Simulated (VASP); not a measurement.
BN: single point with PBE

BN:

```
CELL_PARAMETERS angstrom
-2.55458 0.00000 0.00000
-1.27729 -2.21233 0.00000
-0.76637 0.00000 12.67354
ATOMIC_POSITIONS crystal
B 0.59793 0.66667 0.22912
B 0.49793 0.66667 0.56245
B 0.39793 0.66667 0.89579
B 0.31460 0.33333 0.06245
B 0.21460 0.33333 0.39579
B 0.11460 0.33333 0.72912
N 0.63539 0.66667 0.10425
N 0.53539 0.66667 0.43758
N 0.43539 0.66667 0.77091
N 0.05206 0.33333 0.93758
N 0.25206 0.33333 0.27091
N 0.15206 0.33333 0.60425
```

This cell differs from its parent crystal: the part above a cut slid along it.

```yaml
Program: VASP 6.6.1
Task: single point
Functional: PBE
Potentials_or_basis: VASP PAW PBE potentials, release 64 (B, N)
Cutoff: 520 eV
k_mesh: 10 × 10 × 2
Occupations: gaussian, width 0.05 eV
Spin: no spin polarisation
```

| Property | Result |
| --- | --- |
| Pressure | 0.5 GPa |
| Largest force | 3.335 eV/Å |
| Band gap on the k mesh | 3.84 eV (least direct gap 5.56 eV) |

Forces in eV/Å, atoms in the order of the input:
```
B    0.175 -0.142  0.225
B   -0.001  0.000  0.110
B   -0.112 -0.396 -0.006
B    2.884  0.123  0.327
B    0.003 -0.009  0.113
B   -0.030  0.005  0.123
N    0.353 -0.551  0.437
N    0.001 -0.001 -0.110
N   -0.173  0.042 -0.256
N   -3.107  0.952 -0.747
N    0.011 -0.022 -0.100
N   -0.003  0.000 -0.116
```

Stress tensor (GPa, compression positive):
```
-5.97 -1.66 14.68
-1.66  1.29 -3.45
14.68 -3.45  6.06
```

Levels at points of the mesh, in eV from the valence-band top:
```tsv
k point	band 20	band 21	band 22	band 23	band 24	band 25	band 26	band 27	band 28	band 29
(0.00, 0.00, 0.00)	-0.77	-0.69	-0.38	-0.25	0.00	7.00	7.95	8.21	8.37	8.70
(0.50, 0.00, 0.00)	-3.77	-3.46	-3.15	-2.46	-1.97	4.69	6.25	6.49	6.57	6.87
(0.50, 0.50, 0.00)	-3.71	-3.50	-3.16	-2.51	-1.72	3.84	6.30	6.42	6.61	6.89
(0.00, 0.50, 0.00)	-3.87	-3.48	-3.00	-2.75	-2.33	5.40	6.20	6.42	6.54	6.64
(0.00, 0.00, 0.50)	-1.00	-0.66	-0.48	-0.28	-0.23	7.03	8.00	8.22	8.39	8.65
(0.50, 0.00, 0.50)	-3.88	-3.76	-2.92	-2.51	-2.01	4.72	6.23	6.43	6.63	6.90
(0.50, 0.50, 0.50)	-3.88	-3.84	-3.01	-2.53	-1.82	3.92	6.32	6.48	6.67	6.80
(0.00, 0.50, 0.50)	-3.77	-3.60	-3.36	-2.62	-2.41	5.44	6.25	6.45	6.57	6.94
```

Run time: 8.7 min on 1 thread of Intel Xeon 8259CL (shared host), peak memory 0.31 GiB.

Caveat: the cell differs from its parent crystal (the part above a cut slid along it); the stress differs along the axes, from -6 to 6 GPa; forces of over 1 eV/Å act on the atoms, so gaps and moduli don't describe the material at rest. A k mesh can miss the band edges.
